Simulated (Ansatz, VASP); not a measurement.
**C in VASP and in Ansatz**

```xyz
2
Lattice="0.0000 1.7769 1.7769 1.7769 0.0000 1.7769 1.7769 1.7769 0.0000" Properties=species:S:1:pos:R:3 pbc="T T T"
C     0.0000    0.0000    0.0000
C     0.8885    0.8885    0.8885
```

Alike in both runs: functional PBEsol; k mesh 12 × 12 × 12; occupations gaussian, width 0.02 eV; no spin polarisation.

Ansatz relaxed the structure, and its values are those at the end. VASP's run is a single point on that final structure, the one shown.

```csv
,VASP,Ansatz
version,VASP 6.6.1,Ansatz 0.2.0
potentials or method,"VASP PAW PBE potentials, release 64 (C_h), cutoff 910 eV","scalar-relativistic, plane waves, PAW"
valence electrons in the cell,8,8
```

|  | VASP | Ansatz | Ansatz less VASP |
| --- | --- | --- | --- |
| gap on the k mesh at the Fermi level (eV) | 4.07 | 4.07 | 0.000 |
| least direct gap on the mesh (eV) | 5.57 | 5.57 | -0.005 |

VASP's potentials were made for PBE, not for PBEsol. With one functional, cell and mesh, what is left measures potentials, basis and numerics.

Noted on VASP's run: the cutoff is short for stress, so the pressure is rough.
